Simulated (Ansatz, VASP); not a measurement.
This is a calculation of TiO2 for Ansatz 0.2.0.

The input input.yaml:

```yaml
crystal:
  lattice:
    - [2.9682645463, 0.0, 0.0]
    - [0.0002080834, 4.7076067549, 0.0]
    - [1.4835696211, 0.242353462, 7.0834647979]
  atoms:
    - { symbol: Ti, position: [0.00337187, 0.00038881, 0.00070319] }
    - { symbol: Ti, position: [0.34464021, 0.48025965, 0.31695987] }
    - { symbol: Ti, position: [0.66170814, 0.52047436, 0.68449636] }
    - { symbol: O, position: [0.44003816, 0.18543769, 0.1285388] }
    - { symbol: O, position: [0.77792634, 0.29772875, 0.45187807] }
    - { symbol: O, position: [0.10123624, 0.30895342, 0.80624322] }
    - { symbol: O, position: [0.90649721, 0.69183699, 0.19517157] }
    - { symbol: O, position: [0.22940715, 0.70300728, 0.54951473] }
    - { symbol: O, position: [0.56802567, 0.81530006, 0.87282718] }
hamiltonian:
  xc: pbe
  pseudopotentials: { kind: paw }
kpoints:
  mp_grid: { grid: [9, 6, 4] }
scf:
  occupations: { method: gaussian, width: 0.012 }
output:
  forces: true
  stress: true
  eigenvalues: true
```

Potentials or basis: Ansatz PAW.

Launch:

```console
$ ansatz run input.yaml --threads 4 --pin off --max-ram 11264MiB --backend cpu --events-out ev --progress --plain --runs-dir out
```

Task: Translate it to VASP 6.6.1. Potentials there: VASP PAW PBE potentials, release 64 (Ti_sv, O).

Result: As run (the cutoff follows the program's own potentials):

File INCAR:

```
PREC = Accurate ; ENCUT = 520
EDIFF = 1E-6 ; ISMEAR = 0
SIGMA = 0.012 ; LREAL = False
LASPH = True ; NELM = 100
ALGO = Normal ; ISIF = 2
LWAVE = False ; LCHARG = False
GGA = PE ; NBANDS = 46
```

File KPOINTS:

```
regular mesh
0
Gamma
  9 6 4
```

The input POSCAR:

```
TiO2
1.0
    2.9682645463      0.0000000000      0.0000000000
    0.0002080834      4.7076067549      0.0000000000
    1.4835696211      0.2423534620      7.0834647979
Ti O
3 6
Direct
    0.0033718700      0.0003888100      0.0007031900
    0.3446402100      0.4802596500      0.3169598700
    0.6617081400      0.5204743600      0.6844963600
    0.4400381600      0.1854376900      0.1285388000
    0.7779263400      0.2977287500      0.4518780700
    0.1012362400      0.3089534200      0.8062432200
    0.9064972100      0.6918369900      0.1951715700
    0.2294071500      0.7030072800      0.5495147300
    0.5680256700      0.8153000600      0.8728271800
```

Potentials or basis: VASP PAW PBE potentials, release 64 (Ti_sv, O).

Launch:

```sh
$ cat potpaw_PBE.64/Ti_sv/POTCAR potpaw_PBE.64/O/POTCAR > POTCAR
$ mpirun -np 1 vasp_std > vasp.out
```

Both were run:

|  | VASP | Ansatz | Ansatz less VASP |
| --- | --- | --- | --- |
| gap on the k mesh at the Fermi level (eV) | 2.24 | 2.27 | +0.026 |
| least direct gap on the mesh (eV) | 2.30 | 2.32 | +0.026 |
| pressure (GPa) | 4.4 | 3.7 | -0.70 |
| traceless stress, the component that is largest in VASP (GPa) | 0.21 | 0.39 | +0.181 |
| rms of the force components (eV/Å) | 0.056 | 0.044 | -0.0119 |

Atom by atom the forces differ by 0.021 eV/Å (rms over components).

Noted on Ansatz's run: odd divisions of the mesh miss points on the zone boundary, where band edges often lie, so the gap on the mesh can be too wide.
